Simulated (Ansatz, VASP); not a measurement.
One calculation of Na3SF, two programs

File INCAR:

```
  ALGO = Normal
  EDIFF = 1E-7
  EDIFFG = -0.01
  ENCUT = 600
  GGA = PE
  IBRION = 2
  ISIF = 3
  ISMEAR = 0
  LASPH = True
  LCHARG = False
  LREAL = False
  LWAVE = False
  NELM = 80
  NSW = 100
  PREC = Accurate
  SIGMA = 0.02
```

Contents of KPOINTS:

```
k-points
0
Gamma
  6 6 6
```

POSCAR

```
Na3SF
1.0
    4.4528260371      0.0000000000      0.0000000000
    0.0000000000      4.4528260371      0.0000000000
    0.0000000000      0.0000000000      4.4528260371
Na S F
3 1 1
Direct
    0.5000000000      0.0000000000      0.0000000000
    0.0000000000      0.5000000000      0.0000000000
    0.0000000000      0.0000000000      0.5000000000
    0.5000000000      0.5000000000      0.5000000000
    0.0000000000      0.0000000000      0.0000000000
```

Input for Ansatz:

```yaml
crystal:
  lattice:
    - [4.4528260371, 0.0, 0.0]
    - [0.0, 4.4528260371, 0.0]
    - [0.0, 0.0, 4.4528260371]
  atoms:
    - { symbol: Na, position: [0.5, 0.0, 0.0] }
    - { symbol: Na, position: [0.0, 0.5, 0.0] }
    - { symbol: Na, position: [0.0, 0.0, 0.5] }
    - { symbol: S, position: [0.5, 0.5, 0.5] }
    - { symbol: F, position: [0.0, 0.0, 0.0] }
basis:
  ecutwfc: 420
kpoints:
  mp_grid: { grid: [6, 6, 6] }
hamiltonian:
  xc: pbe
scf:
  occupations: { method: gaussian, width: 0.02 }
output:
  forces: true
  stress: true
  eigenvalues: true
relax:
  adjacent_minimum: "off"
  f_tol: 0.01
  max_steps: 80
  cell: { stress_tol: 0.05 }
```

Alike in both runs: task relaxation of cell and atoms; functional PBE; k mesh 6 × 6 × 6; occupations gaussian, width 0.02 eV; no spin polarisation.

|  | VASP | Ansatz |
| --- | --- | --- |
| version | VASP 6.6.1 | Ansatz 0.2.0 |
| potentials or method | VASP PAW PBE potentials, release 64 (Na_pv, S, F), cutoff 600 eV | scalar-relativistic, plane waves, PAW |
| valence electrons in the cell | 34 | 40 |

```csv
,VASP,Ansatz,Ansatz less VASP
"gap on the k mesh at the Fermi level, each at its own relaxed structure (eV)",2.35,2.35,+0.001
relaxed volume (Å³/atom),17.66,17.66,0.000
relaxed length of the cell vector where the two differ most in proportion (Å),4.453,4.453,0.0000
```

VASP's potentials hold 34 valence electrons a cell and Ansatz's 40, so a difference there can come from the potentials and not from the codes.

Noted on VASP's run: the relaxation stopped at its first step, so nothing moved.
